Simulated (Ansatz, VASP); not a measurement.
# HfC: VASP beside Ansatz

```
Hf C
1.0
     0.00000    2.55530    2.55530
     2.55530    0.00000    2.55530
     2.55530    2.55530    0.00000
Hf C
1 1
Direct
  0.00000 0.00000 0.00000
  0.25000 0.25000 0.25000
```

Alike in both runs: task single point; functional PBE; k mesh 12 × 12 × 12; occupations gaussian, width 0.05 eV; no spin polarisation.

```csv
,VASP,Ansatz
version,VASP 6.6.1,Ansatz 0.2.0
potentials or method,"VASP PAW PBE potentials, release 64 (Hf_pv, C), cutoff 520 eV","scalar-relativistic, plane waves, PAW"
valence electrons in the cell,14,30
```

Ansatz gave:

```
gap on the k mesh at the Fermi level (eV) : 0.35
least direct gap on the mesh (eV)         : 0.35
pressure (GPa)                            : -5.7
```

Question: Which values does VASP return?

Answer: gap on the k mesh at the Fermi level (eV): 0.35; least direct gap on the mesh (eV): 0.35; pressure (GPa): -6.1.

The functional is the same, so the differences come from potentials, cutoffs and numerics. VASP's potentials hold 14 valence electrons a cell and Ansatz's 30, so a difference there can come from the potentials and not from the codes.

Neither program's run includes spin-orbit coupling.
